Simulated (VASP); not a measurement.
# HgTe (P4mm) in VASP: single point with PBEsol

Aim: the single point of HgTe with PBEsol.

All numbers are computed with VASP 6.6.1; they aren't measurements. Logs are shortened: lines on timing, memory, paths and dates and some standing lists are left out, and cuts for length are marked.

## (1) The cell of the first run

Symmetry: P4mm, No. 99, tetragonal system. Conventional cell: a = 6.006 Å, b = 6.006 Å, c = 6.006 Å, α = 90.00°, β = 90.00°, γ = 90.00°. Hg (site symmetry 4mm) has 6 Te at 2.84 to 3.16 Å within 3.7 Å. Within 4.0 Å of Hg (site symmetry 4mm) lie 6 Te at 3.00 Å. Within 4.4 Å of Hg (site symmetry 2mm) lie 6 Te at 3.00 Å and 12 Hg at 4.14 to 4.36 Å. Te (site symmetry 2mm) has 6 Hg at 3.00 to 3.01 Å within 4.0 Å. Te (site symmetry 4mm) has 6 Hg at 2.84 to 3.16 Å within 3.7 Å. Within 4.0 Å of Te (site symmetry 4mm) lie 6 Hg at 3.00 Å.

## (2) Single point, PBEsol (atom 1 (Hg) moved +0.160 Å along Cartesian [0 0 1])

Input file INCAR:

```
SYSTEM = HgTe
  PREC = Accurate
  ENCUT = 520
  EDIFF = 1E-6
  ISMEAR = 0
  SIGMA = 0.15
  LREAL = .False.
  LASPH = .True.
  NELM = 60
  ALGO = Fast
  ISIF = 2
  LWAVE = .False.
  LCHARG = .False.
  GGA = PS
  NBANDS = 46
```

Input file KPOINTS:

```
regular mesh
0
Gamma
  10 10 10
  0 0 0
```

Input file POSCAR:

```
HgTe
1.0
    6.0063005223      0.0000000000      0.0000000000
    0.0000000000     -6.0063005223      0.0000000000
    0.0000000000      0.0000000000     -6.0063005223
Hg Te
4 4
Direct
    0.0000000000      1.0000000000      0.9733613063
    0.5000000000      0.5000000000      1.0000000000
    0.5000000000      1.0000000000      0.5000000000
    0.0000000000      0.5000000000      0.5000000000
    0.5000000000      0.0000000000      0.0000000000
    0.0000000000      0.5000000000      0.0000000000
    0.0000000000      0.0000000000      0.5000000000
    0.5000000000      0.5000000000      0.5000000000
```

Potentials or basis: VASP PAW PBE potentials, release 64 (Hg, Te).

Started as:

```sh
$ cat potpaw_PBE.64/Hg/POTCAR potpaw_PBE.64/Te/POTCAR > POTCAR
$ mpirun -np 1 vasp_std > vasp.out
```

OUTCAR:

```text
SYSTEM = HgTe
   PREC = Accurate
   ENCUT = 520
   EDIFF = 1E-6
   ISMEAR = 0
   LREAL = .False.
   LASPH = .True.
   NELM = 60
   ISIF = 2
   GGA = PS

 ion  position               nearest neighbor table
   1  0.000  0.000  0.973-   7 2.84   6 3.01   5 3.01   6 3.01   5 3.01   7 3.16
   2  0.500  0.500  0.000-   5 3.00   6 3.00   8 3.00   8 3.00   5 3.00   6 3.00
   3  0.500  0.000  0.500-   5 3.00   7 3.00   8 3.00   5 3.00   8 3.00   7 3.00
   4  0.000  0.500  0.500-   6 3.00   7 3.00   8 3.00   6 3.00   7 3.00   8 3.00
   5  0.500  0.000  0.000-   2 3.00   3 3.00   3 3.00   2 3.00   1 3.01   1 3.01
   6  0.000  0.500  0.000-   2 3.00   4 3.00   4 3.00   2 3.00   1 3.01   1 3.01
   7  0.000  0.000  0.500-   1 2.84   3 3.00   4 3.00   4 3.00   3 3.00   1 3.16
   8  0.500  0.500  0.500-   2 3.00   3 3.00   4 3.00   2 3.00   3 3.00   4 3.00

  LATTYP: Found a simple cubic cell.
 ALAT       =     6.0063005223

  Lattice vectors:

 A1 = (   6.0063005223,   0.0000000000,   0.0000000000)
 A2 = (   0.0000000000,  -6.0063005223,   0.0000000000)
 A3 = (   0.0000000000,   0.0000000000,  -6.0063005223)

Analysis of symmetry for initial positions (statically):
=====================================================================
 Subroutine PRICEL returns:
 Original cell was already a primitive cell.

 Routine SETGRP: Setting up the symmetry group for a
 simple cubic supercell.

 Subroutine GETGRP returns: Found  8 space group operations
 (whereof  8 operations were pure point group operations)
 out of a pool of 48 trial point group operations.

The static configuration has the point symmetry C_4v.

Analysis of symmetry for dynamics (positions and initial velocities):
=====================================================================
 Subroutine PRICEL returns:
 Original cell was already a primitive cell.

 Routine SETGRP: Setting up the symmetry group for a
 simple cubic supercell.

 Subroutine GETGRP returns: Found  8 space group operations
 (whereof  8 operations were pure point group operations)
 out of a pool of 48 trial point group operations.

The dynamic configuration has the point symmetry C_4v.

 Subroutine INISYM returns: Found  8 space group operations
 (whereof  8 operations are pure point group operations),
 and found     1 'primitive' translations

----------------------------------------------------------------------------------------

                                     Primitive cell

  volume of cell :     216.6812

  direct lattice vectors                    reciprocal lattice vectors
     6.006300522  0.000000000  0.000000000     0.166491836  0.000000000  0.000000000
     0.000000000 -6.006300522  0.000000000     0.000000000 -0.166491836  0.000000000
     0.000000000  0.000000000 -6.006300522     0.000000000  0.000000000 -0.166491836

  length of vectors
     6.006300522  6.006300522  6.006300522     0.166491836  0.166491836  0.166491836

  position of ions in fractional coordinates (direct lattice)
     0.000000000  0.000000000  0.973361306
     0.500000000  0.500000000  0.000000000
     0.500000000  0.000000000  0.500000000
     0.000000000  0.500000000  0.500000000
     0.500000000  0.000000000  0.000000000
     0.000000000  0.500000000  0.000000000
     0.000000000  0.000000000  0.500000000
     0.500000000  0.500000000  0.500000000

  ion indices of the primitive-cell ions
   primitive index   ion index
                 1           1
                 2           2
                 3           3
                 4           4
                 5           5
                 6           6
                 7           7
                 8           8

----------------------------------------------------------------------------------------

 KPOINTS: regular mesh

Automatic generation of k-mesh.
 Grid dimensions read from file:
 generate k-points for:   10   10   10

 Generating k-lattice:

  Cartesian coordinates                     Fractional coordinates (reciprocal lattice)
     0.016649184  0.000000000  0.000000000     0.100000000  0.000000000  0.000000000
     0.000000000 -0.016649184  0.000000000     0.000000000  0.100000000  0.000000000
     0.000000000  0.000000000 -0.016649184     0.000000000  0.000000000  0.100000000

  Length of vectors
     0.016649184  0.016649184  0.016649184

  Shift w.r.t. Gamma in fractional coordinates (k-lattice)
     0.000000000  0.000000000  0.000000000

 Subroutine IBZKPT returns following result:
 ===========================================

 Found    126 irreducible k-points:

 Following reciprocal coordinates:
            Coordinates               Weight
  0.000000  0.000000  0.000000      1.000000
  0.100000  0.000000  0.000000      4.000000
  0.000000  0.000000  0.100000      2.000000
  0.200000  0.000000  0.000000      4.000000
  0.000000  0.000000  0.200000      2.000000
  0.300000  0.000000  0.000000      4.000000
[... 16 lines left out ...]
  0.500000  0.100000  0.000000      4.000000
  0.000000  0.500000  0.100000      4.000000
 [... further k-points ...]
   k-points           NKPTS =    126   k-points in BZ     NKDIM =    126   number of bands    NBANDS=     46
   number of dos      NEDOS =    301   number of ions     NIONS =      8
   total plane-waves  NPLWV = 110592
   dimension x,y,z NGX =    48 NGY =   48 NGZ =   48
   dimension x,y,z NGXF=    96 NGYF=   96 NGZF=   96
   ions per type =               4   4
   NGX,Y,Z   is equivalent  to a cutoff of  13.29, 13.29, 13.29 a.u.
   NGXF,Y,Z  is equivalent  to a cutoff of  26.57, 26.57, 26.57 a.u.
 SYSTEM =  HgTe
   PREC   = accura    normal or accurate (medium, high low for compatibility)
   ISTART =      0    job   : 0-new  1-cont  2-samecut
   ICHARG =      2    charge: 1-file 2-atom 10-const
   ISPIN  =      1    spin polarized calculation?
   LNONCOLLINEAR =      F non collinear calculations
   LSORBIT =      F    spin-orbit coupling
   LASPH  =      T    aspherical Exc in radial PAW
   ENCUT  =  520.0 eV  38.22 Ry    6.18 a.u.  11.17 11.17 11.17*2*pi/ulx,y,z
   NELM   =     60;   NELMIN=  2; NELMDL= -5     # of ELM steps
   EDIFF  = 0.1E-05   stopping-criterion for ELM
   LREAL  =      F    real-space projection
   EDIFFG = 0.1E-04   stopping-criterion for IOM
   NSW    =      0    number of steps for IOM
   IBRION =     -1    ionic relax: 0-MD 1-quasi-New 2-CG
   NFREE  =      0    steps in history (QN), initial steepest desc. (CG)
   ISIF   =      2    stress and relaxation
   ISYM   =      2    0-nonsym 1-usesym 2-fastsym
   POTIM  = 0.5000    time-step for ionic-motion
   TEBEG  =    0.0;   TEEND  =   0.0 temperature during run
   PSTRESS=    0.0 pullay stress
   NELECT =      72.0000    total number of electrons
   NUPDOWN=      -1.0000    fix difference up-down
   EMIN   =  10.00;   EMAX   =-10.00  energy-range for DOS
   EFERMI =   0.00;   METHOD = LEGACY
   ISMEAR =     0;   SIGMA  =   0.15  broadening in eV -4-tet -1-fermi 0-gaus
   EFERMI_NEDOS =   21; number of points for ismear=-14 and -15
   IALGO  =     68    algorithm
   IMIX   =      4    mixing-type and parameters
     AMIX     =   0.40;   BMIX     =  1.00
     AMIX_MAG =   1.60;   BMIX_MAG =  1.00
  volume/ion in A,a.u.               =      27.09       182.78
  Fermi-wavevector in a.u.,A,eV,Ry     =   1.133910  2.142779 17.493718  1.285752
  Thomas-Fermi vector in A             =   2.270613
   LORBIT       =      0    0 simple, 1 ext, 2 COOP (PROOUT), +10 PAW based schemes
   GGA     = PS    functional components
   LHFCALC =     F    Hartree Fock is set to
   AEXX    =    0.0000 exact exchange contribution
   IVDW    =     0    specifies the selected vdW correction
   LEPSILON=     F    determine dielectric tensor
   LRPA    =     F    only Hartree local field effects (RPA)
 non-spin polarized calculation
 RMM-DIIS sequential band-by-band and
 Gauss-broadening in eV      SIGMA  =   0.15
  energy-cutoff  :      520.00
  volume of cell :      216.68
 maximum number of plane-waves:      5860
 NGX is ok and might be reduce to    48
   NGX = 23   NGY = 23   NGZ = 23

 number of electron      72.0000004 magnetization

 Free energy of the ion-electron system (eV)
  ---------------------------------------------------
  ext. energy  EPLUGINS =         0.00000000
  ---------------------------------------------------
  free energy    TOTEN  =       -16.82734866 eV

  energy without entropy =      -16.78078919  energy(sigma->0) =      -16.80406892

 E-fermi :   4.7835     XC(G=0): -10.2640

 val. band max:        4.7827874111   @ k =   0.5000   0.4000   0.4000
 cond. band min:       4.7847864448   @ k =   0.1000   0.5000   0.5000
 fundamental gap:      0.0019990337
 Fermi energy:         4.7835414910

 k-point     1 :       0.0000    0.0000    0.0000
  band No.  band energies     occupation
      1      -7.6382      2.00000
      2      -6.5141      2.00000
      3      -6.4830      2.00000
      4      -6.4775      2.00000
      5      -2.1993      2.00000
      6      -2.1993      2.00000
[... 38 lines left out ...]
     45      12.3307      0.00000
     46      12.3747      0.00000

 k-point     2 :       0.1000    0.0000    0.0000
  band No.  band energies     occupation
      1      -7.6066      2.00000
      2      -6.5177      2.00000
      3      -6.4760      2.00000
      4      -6.4655      2.00000
      5      -2.1962      2.00000
      6      -2.1956      2.00000
[... 38 lines left out ...]
     45      11.9146      0.00000
     46      12.1047      0.00000

 k-point     3 :       0.0000    0.0000    0.1000
  band No.  band energies     occupation
      1      -7.6066      2.00000
      2      -6.5149      2.00000
      3      -6.4826      2.00000
      4      -6.4613      2.00000
      5      -2.1952      2.00000
      6      -2.1952      2.00000
[... 1018 lines left out ...]
     45      10.2997      0.00000
     46      10.3009      0.00000

 k-point    24 :       0.0000    0.5000    0.1000
  band No.  band energies     occupation
      1      -6.9746      2.00000
      2      -6.9572      2.00000
      3      -6.3163      2.00000
      4      -6.2988      2.00000
      5      -2.4243      2.00000
      6      -2.4182      2.00000
[... 38 lines left out ...]
     45      10.2979      0.00000
     46      10.3014      0.00000

 [... further k-points ...]

------------------------ aborting loop because EDIFF is reached ----------------------------------------

  FORCE on cell =-STRESS in cart. coord.  units (eV):
  Direction    XX          YY          ZZ          XY          YZ          ZX
  --------------------------------------------------------------------------------------
  -------------------------------------------------------------------------------------
  Total        0.1240585      0.1240585      0.7491349      0.0000000      0.0000000      0.0000000
  in kB        0.9173096      0.9173096      5.5392304      0.0000000      0.0000000      0.0000000
  external PRESSURE =       2.4579498 kB  Pullay stress =       0.0000000 kB

 VOLUME and BASIS-vectors are now :
 -----------------------------------------------------------------------------
  energy-cutoff  :      520.00
  volume of cell :      216.68
      direct lattice vectors                 reciprocal lattice vectors
     6.006300522  0.000000000  0.000000000     0.166491836  0.000000000  0.000000000
     0.000000000 -6.006300522  0.000000000     0.000000000 -0.166491836  0.000000000
     0.000000000  0.000000000 -6.006300522     0.000000000  0.000000000 -0.166491836

 POSITION                                       TOTAL-FORCE (eV/Angst)
 -----------------------------------------------------------------------------------
      0.00000      0.00000     -5.84630         0.000000      0.000000     -0.462986
      3.00315     -3.00315      0.00000         0.000000      0.000000     -0.001375
      3.00315      0.00000     -3.00315        -0.000000      0.000000      0.016084
      0.00000     -3.00315     -3.00315         0.000000     -0.000000      0.016084
      3.00315      0.00000      0.00000         0.000000      0.000000     -0.027148
      0.00000     -3.00315      0.00000         0.000000      0.000000     -0.027148
      0.00000      0.00000     -3.00315         0.000000      0.000000      0.491476
      3.00315     -3.00315     -3.00315         0.000000     -0.000000     -0.004988
 -----------------------------------------------------------------------------------
    total drift:                                0.000000     -0.000000      0.000170

  FREE ENERGIE OF THE ION-ELECTRON SYSTEM (eV)
  ---------------------------------------------------
  free  energy   TOTEN  =       -16.8273486567 eV

  energy  without entropy=      -16.7807891852  energy(sigma->0) =      -16.80406892
```

Wall time 28 min (1 thread of Oxide Virtual Turin-like, shared host); peak memory 0.97 GiB.

Results:

```yaml
Free_energy: -16.8273 eV
Pressure: 0.2 GPa
Largest_force: 0.491 eV/Å
Band_gap_on_the_k_mesh: zero (bands 36 and 37 overlap by 1.90 eV)
```

Forces on the atoms (eV/Å):
```
Hg   0.000  0.000 -0.463
Hg   0.000  0.000 -0.001
Hg   0.000  0.000  0.016
Hg   0.000  0.000  0.016
Te   0.000  0.000 -0.027
Te   0.000  0.000 -0.027
Te   0.000  0.000  0.491
Te   0.000  0.000 -0.005
```

Stress tensor (GPa, compression positive):
```
0.09 0.00 0.00
0.00 0.09 0.00
0.00 0.00 0.55
```

Levels at points of the mesh, in eV from the Fermi level:
| k point | band 34 | band 35 | band 36 | band 37 | band 38 | band 39 |
| --- | --- | --- | --- | --- | --- | --- |
| (0.00, 0.00, 0.00) | -2.47 | -2.47 | -2.39 | -0.85 | -0.78 | -0.78 |
| (0.50, 0.00, 0.00) | -1.61 | -1.60 | -1.59 | 0.86 | 0.87 | 1.91 |
| (0.00, 0.00, 0.50) | -1.65 | -1.57 | -1.57 | 0.85 | 0.88 | 1.90 |
| (0.50, 0.50, 0.00) | 0.05 | 0.05 | 0.06 | 2.12 | 2.12 | 2.12 |
| (0.00, 0.50, 0.50) | 0.05 | 0.06 | 0.10 | 2.07 | 2.12 | 2.16 |
| (0.50, 0.50, 0.50) | 0.30 | 0.31 | 0.31 | 2.47 | 2.47 | 2.47 |

Caveat: the cell differs from its parent crystal (atom 1 (Hg) moved +0.160 Å along Cartesian [0 0 1]); the PAW data sets were made with another functional, which shifts forces and pressure a little; spin-orbit coupling is left out, which moves the levels of the heavy elements.
